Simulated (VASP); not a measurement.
# BN (Cm) in VASP: vibrations by perturbation theory with PBE

Aim: the vibrations by perturbation theory of BN with PBE.

Program: VASP 6.6.1. These are calculated values, not measurements. Logs are shortened: lines on timing, memory, paths and dates and some standing lists are left out, and cuts for length are marked.

### Step 1. The cell of the first run

The typed cell holds 2 atoms: a = 2.503 Å, b = 2.503 Å, c = 3.529 Å, α = 90.02°, β = 110.75°, γ = 120.00°.

### Step 2. Vibrations by perturbation theory, PBE

The input, INCAR:

```
SYSTEM = BN
  PREC = Accurate
  ENCUT = 520
  EDIFF = 1E-8
  ISMEAR = 0
  SIGMA = 0.01
  LREAL = .False.
  LASPH = .True.
  NELM = 80
  ALGO = Normal
  ISIF = 2
  LWAVE = .False.
  LCHARG = .False.
  GGA = PE
  NBANDS = 11
  IBRION = 8
  NSW = 1
  LEPSILON = .True.
```

The input, KPOINTS:

```
Automatic mesh
0
Gamma
  12 12 12
  0 0 0
```

The input, POSCAR:

```
BN
1.0
    2.4944435807      0.0008109741     -0.2070147887
   -1.2392956659      2.1647715733      0.2074438769
   -0.9825861978     -0.8779443474      3.2738396223
B N
1 1
Direct
    0.9911310982      0.9914701221     -0.0060129649
    0.6570179018      0.3244138779      0.9928179649
```

Potentials or basis: VASP PAW PBE potentials, release 64 (B, N).

Launch:

```
cat potpaw_PBE.64/B/POTCAR potpaw_PBE.64/N/POTCAR > POTCAR
mpirun -np 1 vasp_std > vasp.out
```

OUTCAR:

```text
SYSTEM = BN
   PREC = Accurate
   ENCUT = 520
   EDIFF = 1E-8
   ISMEAR = 0
   LREAL = .False.
   LASPH = .True.
   NELM = 80
   ISIF = 2
   GGA = PE
   IBRION = 8
   NSW = 1
   LEPSILON = .True.

 ion  position               nearest neighbor table
   1  0.991  0.991  0.994-   2 1.45   2 1.45   2 1.45
   2  0.657  0.324  0.993-   1 1.45   1 1.45   1 1.45

  LATTYP: Found a triclinic cell.
 ALAT       =     2.5030270158
 B/A-ratio  =     0.9999968329
 C/A-ratio  =     1.4098530771
 COS(alpha) =     0.0003523214
 COS(beta)  =     0.3545817764
 COS(gamma) =     0.5000001377

  Lattice vectors:

 A1 = (  -1.2551479148,  -2.1655825474,  -0.0004290882)
 A2 = (  -2.4944435807,  -0.0008109741,   0.2070147887)
 A3 = (  -0.2725617170,  -1.2876382000,  -3.2742687105)

Analysis of symmetry for initial positions (statically):
=====================================================================
 Subroutine PRICEL returns:
 Original cell was already a primitive cell.

 Routine SETGRP: Setting up the symmetry group for a
 triclinic supercell.

 Subroutine GETGRP returns: Found  1 space group operations
 (whereof  1 operations were pure point group operations)
 out of a pool of  2 trial point group operations.

The static configuration has the point symmetry C_1 .

Analysis of symmetry for dynamics (positions and initial velocities):
=====================================================================
 Subroutine PRICEL returns:
 Original cell was already a primitive cell.

 Routine SETGRP: Setting up the symmetry group for a
 triclinic supercell.

 Subroutine GETGRP returns: Found  1 space group operations
 (whereof  1 operations were pure point group operations)
 out of a pool of  2 trial point group operations.

The dynamic configuration has the point symmetry C_1 .

 Subroutine INISYM returns: Found  1 space group operations
 (whereof  1 operations are pure point group operations),
 and found     1 'primitive' translations

----------------------------------------------------------------------------------------

                                     Primitive cell

  volume of cell :      17.4703

  direct lattice vectors                    reciprocal lattice vectors
     2.494443581  0.000810974 -0.207014789     0.416092280  0.220570523  0.184033198
    -1.239295666  2.164771573  0.207443877     0.010251278  0.455803157  0.125309305
    -0.982586198 -0.877944347  3.273839622     0.025661211 -0.014934212  0.309148603

  length of vectors
     2.503019089  2.503022707  3.529063301     0.505620766  0.472825579  0.310571066

  position of ions in fractional coordinates (direct lattice)
     0.991131098  0.991470122  0.993987035
     0.657017902  0.324413878  0.992817965

  ion indices of the primitive-cell ions
   primitive index   ion index
                 1           1
                 2           2

----------------------------------------------------------------------------------------

 KPOINTS: Automatic mesh

Automatic generation of k-mesh.
[... 488 lines left out ...]
 ------------------------------------------------------

 Free energy of the ion-electron system (eV)
  ---------------------------------------------------
  ---------------------------------------------------
  free energy    TOTEN  =        -0.19969862 eV

  energy without entropy =       -0.19969862

------------------------ aborting loop because EDIFF is reached ----------------------------------------

--------------------------------------- Ionic step        2  -------------------------------------------

------------------------ aborting loop because EDIFF is reached ----------------------------------------

--------------------------------------- Ionic step        3  -------------------------------------------

------------------------ aborting loop because EDIFF is reached ----------------------------------------

 PIEZOELECTRIC TENSOR FIELD DIRECTION 3  (e Angst)
 -----------------------------------------------------------------------------
    -0.01281  0.10416 -0.00712           ( -0.00010  0.00031 -0.00004)
     0.10416  0.10821  0.00486           (  0.00031  0.00026  0.00002)
    -0.00712  0.00486 -0.13459           ( -0.00004  0.00002 -0.00066)

 PIEZOELECTRIC TENSOR FIELD DIRECTION 3  (C/m^2)
 -----------------------------------------------------------------------------
    -0.01175  0.09552 -0.00653
     0.09552  0.09924  0.00446
    -0.00653  0.00446 -0.12343

--------------------------------------- Ionic step        4  -------------------------------------------
[... 17 lines left out ...]
------------------------ aborting loop because EDIFF is reached ----------------------------------------

--------------------------------------- Ionic step        9  -------------------------------------------

 Free energy of the ion-electron system (eV)
  ---------------------------------------------------
  ---------------------------------------------------
  free energy    TOTEN  =        -0.24655542 eV

  energy without entropy =       -0.24655542

------------------------ aborting loop because EDIFF is reached ----------------------------------------

 INTERNAL STRAIN TENSOR  FOR ION    2  DIRECTION 3   (eV/Angst):
 -----------------------------------------------------------------------------
    -0.65905  1.09827  0.11846
     1.07623  0.42667 -0.12779
     0.17764 -0.08402  0.56398

 MACROSCOPIC STATIC DIELECTRIC TENSOR (including local field effects in DFT)
 ------------------------------------------------------
           4.876700     0.007603    -0.172979
           0.009064     4.886148     0.101552
          -0.173813     0.100215     2.800728
 ------------------------------------------------------

 PIEZOELECTRIC TENSOR (including local field effects)  for field in x, y, z        (e  Angst)
          XX          YY          ZZ          XY          YZ          ZX
  --------------------------------------------------------------------------------
  x    -0.00673     0.00828    -0.00420    -1.24616     0.10403    -0.03629
  y    -1.24721     1.24508     0.00501     0.00625     0.08468     0.10422
  z    -0.01281     0.10821    -0.13459     0.10416     0.00486    -0.00712

 PIEZOELECTRIC TENSOR (including local field effects)  for field in x, y, z        (C/m^2)
          XX          YY          ZZ          XY          YZ          ZX
  --------------------------------------------------------------------------------
  x    -0.00618     0.00759    -0.00385    -1.14284     0.09541    -0.03328
  y    -1.14381     1.14185     0.00459     0.00573     0.07766     0.09558
  z    -0.01175     0.09924    -0.12343     0.09552     0.00446    -0.00653

 BORN EFFECTIVE CHARGES (including local field effects) (in |e|, cummulative output)
 ---------------------------------------------------------------------------------
 ion    1
    1     2.68776     0.00830    -0.16038
    2     0.00708     2.69678     0.09308
    3    -0.16001     0.09370     0.77022
 ion    2
    1    -2.68776    -0.00830     0.16038
    2    -0.00708    -2.69678    -0.09308
    3     0.16001    -0.09370    -0.77022

 INTERNAL STRAIN TENSOR FOR ION    2 for displacements in x,y,z  (eV/Angst):
          X           Y           Z          XY          YZ          ZX
  --------------------------------------------------------------------------------
  x    -0.13048     0.00589     0.13522   -12.42185     1.03505    -0.57100
  y   -12.38950    12.46894    -0.09446     0.01462     0.62475     1.02362
  z    -0.65905     0.42667     0.56398     1.07623    -0.08402     0.11846

 SECOND DERIVATIVES (NOT SYMMETRIZED)
 ------------------------------------
               1X          1Y          1Z          2X          2Y          2Z
  1X   -41.310177   -0.108326    2.390815   41.310177    0.108326   -2.390815
  1Y    -0.112175  -41.439528   -1.393734    0.112175   41.439528    1.393734
  1Z     2.392727   -1.391412  -12.694858   -2.392727    1.391412   12.694858
  2X    41.313354    0.109871   -2.390653  -41.313354   -0.109871    2.390653
  2Y     0.119706   41.436891    1.395220   -0.119706  -41.436891   -1.395220
  2Z    -2.392841    1.392436   12.688237    2.392841   -1.392436  -12.688237

 Eigenvectors and eigenvalues of the dynamical matrix
 ----------------------------------------------------

   1 f  =   40.780777 THz   256.233178 2PiTHz 1360.300292 cm-1   168.655665 meV
             X         Y         Z           dx          dy          dz
      0.266918  1.274445  3.254650    -0.655870    0.359131    0.071790
      0.261320 -0.168824  3.181612     0.576346   -0.315517   -0.063083
[... 21 lines left out ...]
   6 f/i=    0.003213 THz     0.020188 2PiTHz    0.107176 cm-1     0.013288 meV
             X         Y         Z           dx          dy          dz
      0.266918  1.274445  3.254650    -0.060409   -0.303970    0.582706
      0.261320 -0.168824  3.181612    -0.068699   -0.345947    0.663331

--------------------------------------------------------------------------------------------------------

 MACROSCOPIC STATIC DIELECTRIC TENSOR IONIC CONTRIBUTION
 ------------------------------------------------------
           1.811251     0.005423    -0.110823
           0.005423     1.817856     0.064673
          -0.110823     0.064673     0.484225
 ------------------------------------------------------

 ELASTIC MODULI CONTR FROM IONIC RELAXATION (kBar)
 Direction    XX          YY          ZZ          XY          YZ          ZX
 --------------------------------------------------------------------------------
 XX        -335.0347    336.6595     -1.5647     -6.1736     16.5595     27.9953
 YY         336.6595   -338.7524      2.6304      3.5086    -16.4941    -28.1853
 ZZ          -1.5647      2.6304     -2.4849      2.3463      0.0589      0.0745
 XY          -6.1736      3.5086      2.3463   -343.6848     28.3084    -15.3167
 YZ          16.5595    -16.4941      0.0589     28.3084     -3.1134     -0.0815
 ZX          27.9953    -28.1853      0.0745    -15.3167     -0.0815     -3.0800
 --------------------------------------------------------------------------------

 PIEZOELECTRIC TENSOR IONIC CONTR  for field in x, y, z        (C/m^2)
          XX          YY          ZZ          XY          YZ          ZX
  --------------------------------------------------------------------------------
  x     0.00738    -0.00039    -0.00796     0.74161    -0.06060     0.03336
  y     0.73400    -0.73839     0.00533     0.00927    -0.03607    -0.06140
  z     0.03687    -0.02407    -0.03128    -0.06238     0.00559    -0.00813
```

Wall time 18 min (1 thread of Intel Xeon 6975P-C (Granite Rapids), shared host); peak memory 0.56 GiB.

Results:

```yaml
Electronic_dielectric_tensor_diagonal: 4.88, 4.89, 2.80
Born_charges_mean_of_the_diagonal: B +2.05; N -2.05 e
Highest_phonon_frequency_at_Γ_LO-TO_splitting_left_out: 1360 cm⁻¹
```

Phonon frequencies in cm⁻¹ (negative: imaginary):
| q point | frequencies |
| --- | --- |
| (0.000, 0.000, 0.000) | 0 0 0 744 1360 1360 |

Electronic dielectric tensor:
```
 4.88  0.01 -0.17
 0.01  4.89  0.10
-0.17  0.10  2.80
```

Born effective charge tensors (e):
atom 1, B
```
 2.69  0.01 -0.16
 0.01  2.70  0.09
-0.16  0.09  0.77
```
atom 2, N
```
-2.69 -0.01  0.16
-0.01 -2.70 -0.09
 0.16 -0.09 -0.77
```

Caveat: the cell wasn't relaxed at this level first, which shifts response properties.
